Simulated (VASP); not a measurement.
Crystal: Li3Au.

```xyz
4
Lattice="0.0000 3.1510 3.1510 3.1510 0.0000 3.1510 3.1510 3.1510 0.0000" Properties=species:S:1:pos:R:3 pbc="T T T"
Li    1.5755    1.5755    1.5755
Li    4.7265    4.7265    4.7265
Li    3.1510    3.1510    3.1510
Au    0.0000    0.0000    0.0000
```

```yaml
Program: VASP 6.6.1
Task: relaxation of cell and atoms
Functional: PBEsol
Dispersion: D3(BJ)
Potentials_or_basis: VASP PAW PBE potentials, release 64 (Li_sv, Au)
Cutoff: 750 eV
k_mesh: 6 × 6 × 6
Occupations: fermi-dirac, width 0.05 eV
Spin: no spin polarisation
```

At the start: pressure -4.4 GPa; volume 15.64 Å³/atom.

**Question.** How do energy, volume and symmetry change on relaxing?

**Answer.** Over 4 steps the energy falls by 28.6 meV/atom and the volume is 13.78 Å³/atom (-11.9 %); space group Fm-3m (No. 225, to 0.1 Å) before and after.

Step by step:
| step | energy change (eV) | largest force (eV/Å) | pressure (GPa) | volume (Å³) |
| --- | --- | --- | --- | --- |
| 1 | 0.0000 | 0.0000 | -4.42 | 62.57 |
| 2 | -0.0845 | 0.0000 | -2.53 | 58.74 |
| 3 | -0.1140 | 0.0000 | -0.32 | 55.54 |
| 4 | -0.1144 | 0.0000 | 0.03 | 55.12 |

Final structure:
```yaml
crystal:
  lattice:
    - [0.00000, 3.02062, 3.02062]
    - [3.02062, 0.00000, 3.02062]
    - [3.02062, 3.02062, 0.00000]
  atoms:
    - { symbol: Li, position: [0.25000, 0.25000, 0.25000] }
    - { symbol: Li, position: [0.75000, 0.75000, 0.75000] }
    - { symbol: Li, position: [0.50000, 0.50000, 0.50000] }
    - { symbol: Au, position: [0.00000, 0.00000, 0.00000] }
```

Caveat: the PAW data sets were made with another functional, which shifts forces and pressure a little.
